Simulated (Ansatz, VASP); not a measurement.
## SrTiO3: VASP beside Ansatz

INCAR

```
SYSTEM = SrTiO3
PREC = Accurate
ENCUT = 520
EDIFF = 1E-6
ISMEAR = 0
SIGMA = 0.05
LREAL = .False.
LASPH = .True.
NELM = 60
ALGO = Normal
ISIF = 2
LWAVE = .False.
LCHARG = .False.
GGA = PS
NBANDS = 51
```

File KPOINTS:

```
regular mesh
0
Gamma
  6 6 6
  0 0 0
```

File POSCAR:

```
SrTiO3
1.0
   -3.8911201354      0.0000000000     -3.8911201354
    0.0000000000     -3.8911201354     -3.8911201354
   -3.8911201354     -3.8911201354      0.0000000000
Sr Ti O
2 2 6
Direct
    0.0000000000      0.0000000000     -0.0017896088
    0.5000000000      0.5000000000      0.5017896088
    0.2500000000      0.2500000000      0.2500000000
    0.7500000000      0.7500000000      0.7500000000
    0.5204438594      0.0204438594      0.4795561406
   -0.0204438594      0.4795561406      0.0204438594
    0.4795561406     -0.0204438594      0.0204438594
    0.0204438594      0.5204438594      0.4795561406
    0.5000000000      0.5000000000      0.0408877188
    1.0000000000      1.0000000000      0.4591122812
```

Input for Ansatz:

```yaml
crystal:
  lattice:
    - [-3.8911201354, 0.0, -3.8911201354]
    - [0.0, -3.8911201354, -3.8911201354]
    - [-3.8911201354, -3.8911201354, 0.0]
  atoms:
    - { symbol: Sr, position: [0.0, 0.0, -0.0017896088] }
    - { symbol: Sr, position: [0.5, 0.5, 0.5017896088] }
    - { symbol: Ti, position: [0.25, 0.25, 0.25] }
    - { symbol: Ti, position: [0.75, 0.75, 0.75] }
    - { symbol: O, position: [0.5204438594, 0.0204438594, 0.4795561406] }
    - { symbol: O, position: [-0.0204438594, 0.4795561406, 0.0204438594] }
    - { symbol: O, position: [0.4795561406, -0.0204438594, 0.0204438594] }
    - { symbol: O, position: [0.0204438594, 0.5204438594, 0.4795561406] }
    - { symbol: O, position: [0.5, 0.5, 0.0408877188] }
    - { symbol: O, position: [1.0, 1.0, 0.4591122812] }
basis:
  ecutwfc: 420
kpoints:
  mp_grid: { grid: [6, 6, 6] }
hamiltonian:
  xc: pbesol
scf:
  occupations: { method: gaussian, width: 0.05 }
output:
  forces: true
  stress: true
  eigenvalues: true
```

Change from the starting cell: mode 19 (426.9 1/cm) frozen in, largest displacement +0.225 Å.

Alike in both runs: task single point; functional PBEsol; k mesh 6 × 6 × 6; occupations gaussian, width 0.05 eV; no spin polarisation.

|  | VASP | Ansatz |
| --- | --- | --- |
| version | VASP 6.6.1 | Ansatz 0.2.0 |
| potentials or method | VASP PAW PBE potentials, release 64 (Sr_sv, Ti_sv, O), cutoff 520 eV | scalar-relativistic, plane waves, PAW |
| valence electrons in the cell | 80 | 80 |

VASP gave:

| Item | Value |
| --- | --- |
| gap on the k mesh at the Fermi level (eV) | 1.69 |
| least direct gap on the mesh (eV) | 1.69 |
| pressure (GPa) | 1.7 |
| traceless stress, the component that is largest in VASP (GPa) | -1.10 |
| rms of the force components (eV/Å) | 0.925 |

**Question.** What did Ansatz give for the same quantities?

**Answer.** gap on the k mesh at the Fermi level (eV): 1.72; least direct gap on the mesh (eV): 1.72; pressure (GPa): 1.0; traceless stress, the component that is largest in VASP (GPa): -1.13; rms of the force components (eV/Å): 0.922.

VASP's potentials were made for PBE, not for PBEsol. Atom by atom the forces differ by 0.011 eV/Å (rms over components). With one functional, cell and mesh, what is left measures potentials, basis and numerics.
